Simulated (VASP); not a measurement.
Write the native input for VASP 6.6.1 that does the following.

| Quantity | Value |
| --- | --- |
| Task | single point |
| Functional | r2SCAN |
| Potentials or basis | VASP PAW PBE potentials, release 64 (Cd, Te) |
| Cutoff | 520 eV |
| k mesh | 8 × 8 × 8 |
| Occupations | fermi-dirac, width 0.02 eV |
| Spin | no spin polarisation |
| Dipole correction | no |
| Further INCAR settings | ALGO = Normal; EDIFF = 1e-06; NBANDS = 16 |

CdTe:

```
Cd Te
1.0
     0.00000    3.34291    3.34291
     3.34291    0.00000    3.34291
     3.34291    3.34291    0.00000
Cd Te
1 1
Direct
  0.00000 0.00000 0.00000
  0.25000 0.25000 0.25000
```

These files were run (other wordings do the same):

POSCAR

```
CdTe
1.0
    0.0000000000      3.3429056000      3.3429056000
    3.3429056000      0.0000000000      3.3429056000
    3.3429056000      3.3429056000      0.0000000000
Cd Te
1 1
Direct
    0.0000000000      0.0000000000      0.0000000000
    0.2500000000      0.2500000000      0.2500000000
```

INCAR.step1

```
SYSTEM = CdTe
PREC     = Accurate       ! precision mode
ENCUT    = 520            ! plane-wave cutoff, eV
ISMEAR   = -1             ! smearing method
SIGMA    = 0.02           ! smearing width, eV
LREAL    = .FALSE.        ! projectors in reciprocal space
LASPH    = .TRUE.         ! aspherical terms in the spheres
NELM     = 80             ! most SCF steps
NBANDS   = 16             ! bands
GGA      = PE             ! functional
ALGO     = Normal         ! electronic algorithm
EDIFF    = 1E-4           ! SCF threshold, eV
LWAVE    = .TRUE.         ! write WAVECAR
LCHARG   = .FALSE.        ! write CHGCAR
```

INCAR.step2

```
SYSTEM = CdTe
PREC     = Accurate       ! precision mode
ENCUT    = 520            ! plane-wave cutoff, eV
EDIFF    = 1E-6           ! SCF threshold, eV
ISMEAR   = -1             ! smearing method
SIGMA    = 0.02           ! smearing width, eV
LREAL    = .FALSE.        ! projectors in reciprocal space
LASPH    = .TRUE.         ! aspherical terms in the spheres
NELM     = 80             ! most SCF steps
ALGO     = Normal         ! electronic algorithm
ISIF     = 2              ! what is computed and relaxed
LWAVE    = .FALSE.        ! write WAVECAR
LCHARG   = .TRUE.         ! write CHGCAR
METAGGA  = R2SCAN         ! meta-GGA
LMIXTAU  = .TRUE.       
LELF     = .TRUE.         ! ELF
LVHAR    = .TRUE.       
NBANDS   = 16             ! bands
ISTART   = 1
```

KPOINTS

```
Automatic mesh
0
G
  8 8 8
  0 0 0
```

Potentials or basis: VASP PAW PBE potentials, release 64 (Cd, Te).

The run is started by

```sh
$ cat potpaw_PBE.64/Cd/POTCAR potpaw_PBE.64/Te/POTCAR > POTCAR
$ cp INCAR.step1 INCAR
$ mpirun -np 1 vasp_std > vasp.out
$ cp INCAR.step2 INCAR
$ mpirun -np 1 vasp_std > vasp.out
```

It gave:

```json
{
  "Pressure": "-2.0 GPa",
  "Band gap on the k mesh": "0.97 eV, direct"
}
```

Caveat: the PAW data sets were made with another functional, which shifts forces and pressure a little; spin-orbit coupling is left out, which moves the levels of the heavy elements.

It took 80 s on 1 thread of Intel(R) Xeon(R) Platinum 8488C (Sapphire Rapids), on a shared host, peak memory 0.23 GiB.
